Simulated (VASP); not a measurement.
# Au (P6/mmm) in VASP: relaxation of cell and atoms with RPBE

Aim: the relaxation of cell and atoms of Au with RPBE.

All numbers are computed with VASP 6.6.1; they aren't measurements. Logs are shortened: lines on timing, memory, paths and dates and some standing lists are left out, and cuts for length are marked.

## Step 1: The cell of the first run

The structure is hexagonal, space group P6/mmm (No. 191). Conventional cell: a = 4.576 Å, b = 4.576 Å, c = 2.805 Å, α = 90.00°, β = 90.00°, γ = 120.00°. Within 3.7 Å of Au (site symmetry 6/mmm) lie 14 Au at 2.81 to 2.99 Å. Within 3.5 Å of Au (site symmetry -6m2) lie 11 Au at 2.64 to 2.99 Å.

This isn't the form of Au at room conditions, which is fcc.

## Step 2: Relaxation of cell and atoms, RPBE

Input file INCAR:

```
SYSTEM = Au
PREC = Accurate ; ENCUT = 600
EDIFF = 1E-6 ; ISMEAR = -1
SIGMA = 0.1 ; LREAL = .FALSE.
LASPH = .TRUE. ; NELM = 100
ALGO = Normal ; ISIF = 3
LWAVE = .FALSE. ; LCHARG = .FALSE.
GGA = RP ; IBRION = 2
NSW = 80 ; EDIFFG = -0.01
```

Input file KPOINTS:

```
regular mesh
0
G
  8 8 11
  0 0 0
```

Input file POSCAR:

```
Au
1.0
    4.5761069469      0.0000000000      0.0000000000
   -2.2880534735      3.9630248665      0.0000000000
    0.0000000000      0.0000000000      2.8051535585
Au
3
Direct
    0.0000000000      0.0000000000      0.0000000000
    0.3333333333      0.6666666667      0.5000000000
    0.6666666667      0.3333333333      0.5000000000
```

Potentials or basis: VASP PAW PBE potentials, release 64 (Au).

On the command line:

```sh
$ cat potpaw_PBE.64/Au/POTCAR > POTCAR
$ mpirun -np 1 vasp_std > vasp.out
```

OUTCAR:

```text
SYSTEM = Au
   PREC = Accurate
   ENCUT = 600
   EDIFF = 1E-6
   ISMEAR = -1
   LREAL = .FALSE.
   LASPH = .TRUE.
   NELM = 100
   ISIF = 3
   GGA = RP
   IBRION = 2
   NSW = 80
   EDIFFG = -0.01

 ion  position               nearest neighbor table
   1  0.000  0.000  0.000-   2 2.99   3 2.99   2 2.99   3 2.99   3 2.99   3 2.99   2 2.99   2 2.99
                             3 2.99   3 2.99   2 2.99   2 2.99
   2  0.333  0.667  0.500-   3 2.64   3 2.64   3 2.64   1 2.99   1 2.99   1 2.99   1 2.99   1 2.99
                             1 2.99
   3  0.667  0.333  0.500-   2 2.64   2 2.64   2 2.64   1 2.99   1 2.99   1 2.99   1 2.99   1 2.99
                             1 2.99

  LATTYP: Found a hexagonal cell.
 ALAT       =     4.5761069469
 C/A-ratio  =     0.6130000000

  Lattice vectors:

 A1 = (   4.5761069469,   0.0000000000,   0.0000000000)
 A2 = (  -2.2880534735,   3.9630248665,   0.0000000000)
 A3 = (   0.0000000000,   0.0000000000,   2.8051535585)

Analysis of symmetry for initial positions (statically):
=====================================================================
 Subroutine PRICEL returns:
 Original cell was already a primitive cell.

 Routine SETGRP: Setting up the symmetry group for a
 hexagonal supercell.

 Subroutine GETGRP returns: Found 24 space group operations
 (whereof 24 operations were pure point group operations)
 out of a pool of 24 trial point group operations.

The static configuration has the point symmetry D_6h.

Analysis of symmetry for dynamics (positions and initial velocities):
=====================================================================
 Subroutine PRICEL returns:
 Original cell was already a primitive cell.

 Routine SETGRP: Setting up the symmetry group for a
 hexagonal supercell.

 Subroutine GETGRP returns: Found 24 space group operations
 (whereof 24 operations were pure point group operations)
 out of a pool of 24 trial point group operations.

The dynamic configuration has the point symmetry D_6h.

 Subroutine INISYM returns: Found 24 space group operations
 (whereof 24 operations are pure point group operations),
 and found     1 'primitive' translations

----------------------------------------------------------------------------------------

                                     Primitive cell

  volume of cell :      50.8721

  direct lattice vectors                    reciprocal lattice vectors
     4.576106947  0.000000000  0.000000000     0.218526361  0.126166254  0.000000000
    -2.288053474  3.963024867  0.000000000     0.000000000  0.252332507  0.000000000
     0.000000000  0.000000000  2.805153558     0.000000000  0.000000000  0.356486723

  length of vectors
     4.576106947  4.576106947  2.805153558     0.252332507  0.252332507  0.356486723

  position of ions in fractional coordinates (direct lattice)
     0.000000000  0.000000000  0.000000000
     0.333333333  0.666666667  0.500000000
     0.666666667  0.333333333  0.500000000

  ion indices of the primitive-cell ions
   primitive index   ion index
                 1           1
                 2           2
                 3           3

----------------------------------------------------------------------------------------

 KPOINTS: regular mesh

Automatic generation of k-mesh.
 Grid dimensions read from file:
 generate k-points for:    8    8   11

 Generating k-lattice:

  Cartesian coordinates                     Fractional coordinates (reciprocal lattice)
     0.027315795  0.015770782  0.000000000     0.125000000 -0.000000000  0.000000000
     0.000000000  0.031541563  0.000000000     0.000000000  0.125000000  0.000000000
     0.000000000  0.000000000  0.032407884     0.000000000  0.000000000  0.090909091

  Length of vectors
     0.031541563  0.031541563  0.032407884

  Shift w.r.t. Gamma in fractional coordinates (k-lattice)
     0.000000000  0.000000000  0.000000000

 Subroutine IBZKPT returns following result:
 ===========================================

 Found     60 irreducible k-points:

 Following reciprocal coordinates:
            Coordinates               Weight
  0.000000  0.000000  0.000000      1.000000
  0.125000 -0.000000  0.000000      6.000000
  0.250000 -0.000000  0.000000      6.000000
  0.375000  0.000000  0.000000      6.000000
  0.500000 -0.000000  0.000000      3.000000
  0.125000  0.125000  0.000000      6.000000
[... 16 lines left out ...]
  0.250000 -0.000000  0.181818     12.000000
  0.375000  0.000000  0.181818     12.000000
 [... further k-points ...]
   k-points           NKPTS =     60   k-points in BZ     NKDIM =     60   number of bands    NBANDS=     20
   number of dos      NEDOS =    301   number of ions     NIONS =      3
   total plane-waves  NPLWV =  38400
   dimension x,y,z NGX =    40 NGY =   40 NGZ =   24
   dimension x,y,z NGXF=    80 NGYF=   80 NGZF=   48
   ions per type =               3
   NGX,Y,Z   is equivalent  to a cutoff of  14.53, 14.53, 14.22 a.u.
   NGXF,Y,Z  is equivalent  to a cutoff of  29.06, 29.06, 28.45 a.u.
 SYSTEM =  Au
   PREC   = accura    normal or accurate (medium, high low for compatibility)
   ISTART =      0    job   : 0-new  1-cont  2-samecut
   ICHARG =      2    charge: 1-file 2-atom 10-const
   ISPIN  =      1    spin polarized calculation?
   LNONCOLLINEAR =      F non collinear calculations
   LSORBIT =      F    spin-orbit coupling
   LASPH  =      T    aspherical Exc in radial PAW
   ENCUT  =  600.0 eV  44.10 Ry    6.64 a.u.   9.14  9.14  5.60*2*pi/ulx,y,z
   NELM   =    100;   NELMIN=  2; NELMDL= -5     # of ELM steps
   EDIFF  = 0.1E-05   stopping-criterion for ELM
   LREAL  =      F    real-space projection
   EDIFFG = -.1E-01   stopping-criterion for IOM
   NSW    =     80    number of steps for IOM
   IBRION =      2    ionic relax: 0-MD 1-quasi-New 2-CG
   NFREE  =      1    steps in history (QN), initial steepest desc. (CG)
   ISIF   =      3    stress and relaxation
   ISYM   =      2    0-nonsym 1-usesym 2-fastsym
   POTIM  = 0.5000    time-step for ionic-motion
   TEBEG  =    0.0;   TEEND  =   0.0 temperature during run
   PSTRESS=    0.0 pullay stress
   NELECT =      33.0000    total number of electrons
   NUPDOWN=      -1.0000    fix difference up-down
   EMIN   =  10.00;   EMAX   =-10.00  energy-range for DOS
   EFERMI =   0.00;   METHOD = LEGACY
   ISMEAR =    -1;   SIGMA  =   0.10  broadening in eV -4-tet -1-fermi 0-gaus
   EFERMI_NEDOS =   21; number of points for ismear=-14 and -15
   IALGO  =     38    algorithm
   IMIX   =      4    mixing-type and parameters
     AMIX     =   0.40;   BMIX     =  1.00
     AMIX_MAG =   1.60;   BMIX_MAG =  1.00
  volume/ion in A,a.u.               =      16.96       114.43
  Fermi-wavevector in a.u.,A,eV,Ry     =   1.417162  2.678049 27.325249  2.008349
  Thomas-Fermi vector in A             =   2.538421
   LORBIT       =      0    0 simple, 1 ext, 2 COOP (PROOUT), +10 PAW based schemes
   GGA     = RP    functional components
   LHFCALC =     F    Hartree Fock is set to
   AEXX    =    0.0000 exact exchange contribution
   IVDW    =     0    specifies the selected vdW correction
   LEPSILON=     F    determine dielectric tensor
   LRPA    =     F    only Hartree local field effects (RPA)
 conjugate gradient relaxation of ions
 non-spin polarized calculation
  energy-cutoff  :      600.00
  volume of cell :       50.87
 maximum number of plane-waves:      1710
 NGX is ok and might be reduce to    40
   NGX = 19   NGY = 19   NGZ = 11

--------------------------------------- Ionic step        1  -------------------------------------------

 number of electron      32.9999999 magnetization

 Free energy of the ion-electron system (eV)
  ---------------------------------------------------
  ext. energy  EPLUGINS =         0.00000000
  ---------------------------------------------------
  free energy    TOTEN  =        -7.45721502 eV

  energy without entropy =       -7.42620418  energy(sigma->0) =       -7.44170960

------------------------ aborting loop because EDIFF is reached ----------------------------------------

  FORCE on cell =-STRESS in cart. coord.  units (eV):
  Direction    XX          YY          ZZ          XY          YZ          ZX
  --------------------------------------------------------------------------------------
  -------------------------------------------------------------------------------------
  Total        6.0787181      6.0787181      4.3521579     -0.0000000      0.0000000      0.0000000
  in kB      191.4445376    191.4445376    137.0678556     -0.0000000      0.0000000      0.0000000
  external PRESSURE =     173.3189770 kB  Pullay stress =       0.0000000 kB
[... 281 lines left out ...]
  energy  without entropy=       -7.7139025035  energy(sigma->0) =       -7.73021366

--------------------------------------- Ionic step        9  -------------------------------------------

 number of electron      33.0000004 magnetization

 Free energy of the ion-electron system (eV)
  ---------------------------------------------------
  ext. energy  EPLUGINS =         0.00000000
  ---------------------------------------------------
  free energy    TOTEN  =        -7.74658510 eV

  energy without entropy =       -7.71399718  energy(sigma->0) =       -7.73029114

 E-fermi :   7.9453     XC(G=0): -11.9959

 val. band max:        7.9288926728   @ k =   0.3750   0.1250   0.3636
 cond. band min:       7.9641191716   @ k =   0.3750   0.2500   0.2727
 fundamental gap:      0.0352264988
 Fermi energy:         7.9452585191

 k-point     1 :       0.0000    0.0000    0.0000
  band No.  band energies     occupation
      1      -0.8204      2.00000
      2       1.8660      2.00000
      3       2.9374      2.00000
      4       3.3510      2.00000
      5       3.4572      2.00000
      6       3.4572      2.00000
[... 12 lines left out ...]
     19      12.9995      0.00000
[... 513 lines left out ...]
      4       2.8802      2.00000
      5       2.9453      2.00000
      6       3.4896      2.00000
[... 12 lines left out ...]
     19      10.8594      0.00000
     20      16.2959      0.00000

 [... further k-points ...]
[... 5 lines left out ...]
  --------------------------------------------------------------------------------------
  -------------------------------------------------------------------------------------
  Total        0.0019813      0.0019813     -0.0021441     -0.0000000     -0.0000000      0.0000000
  in kB        0.0560056      0.0560056     -0.0606079     -0.0000000     -0.0000000      0.0000000
  external PRESSURE =       0.0171345 kB  Pullay stress =       0.0000000 kB
[... 18 lines left out ...]
  FREE ENERGIE OF THE ION-ELECTRON SYSTEM (eV)
  ---------------------------------------------------
  free  energy   TOTEN  =        -7.7465851020 eV

  energy  without entropy=       -7.7139971841  energy(sigma->0) =       -7.73029114

 reached required accuracy - stopping structural energy minimisation
```

Wall time 4.7 min (1 thread of Intel Xeon Platinum 8259CL at 2.50GHz (Skylake/Cascade Lake), shared host); peak memory 0.23 GiB.

Results:

| Quantity | Value |
| --- | --- |
| Free energy | -7.7466 eV |
| Relaxed volume | 18.89 Å³/atom |
| Relaxed cell | a = 4.784 Å, b = 4.784 Å, c = 2.859 Å, α = 90.00°, β = 90.00°, γ = 120.00° |
| Space group after relaxing (to 0.1 Å) | P6/mmm (No. 191) |
| Energy gained by relaxing | 96.5 meV/atom |
| Ionic steps | 9 |
| Pressure after relaxing | 0.0 GPa |
| Band gap on the k mesh | zero (an odd number of electrons rules out a gap without spin polarisation) |

Step by step:
| step | energy change (eV) | largest force (eV/Å) | pressure (GPa) | volume (Å³) |
| --- | --- | --- | --- | --- |
| 1 | 0.0000 | 0.0000 | 17.33 | 50.87 |
| 2 | 0.0631 | 0.0000 | -10.54 | 65.59 |
| 3 | -0.2861 | 0.0000 | -0.49 | 56.95 |
| 4 | -0.2863 | 0.0000 | -0.23 | 56.81 |
| 5 | -0.2863 | 0.0000 | 0.02 | 56.69 |
| 6 | -0.2889 | 0.0000 | 0.14 | 56.62 |
| 7 | -0.2893 | 0.0000 | 0.21 | 56.58 |
| 8 | -0.2893 | 0.0000 | -0.17 | 56.78 |
| 9 | -0.2894 | 0.0000 | 0.00 | 56.68 |

Final structure:
```xyz
3
Lattice="4.7843 0.0000 0.0000 -2.3922 4.1433 0.0000 0.0000 0.0000 2.8593" Properties=species:S:1:pos:R:3 pbc="T T T"
Au    0.0000    0.0000    0.0000
Au    0.0000    2.7622    1.4297
Au    2.3922    1.3811    1.4297
```

Caveat: the PAW data sets were made with another functional, which shifts forces and pressure a little; spin-orbit coupling is left out, which moves the levels of the heavy elements.

The gap in the log of VASP goes by the Fermi energy; the results here count the filled bands.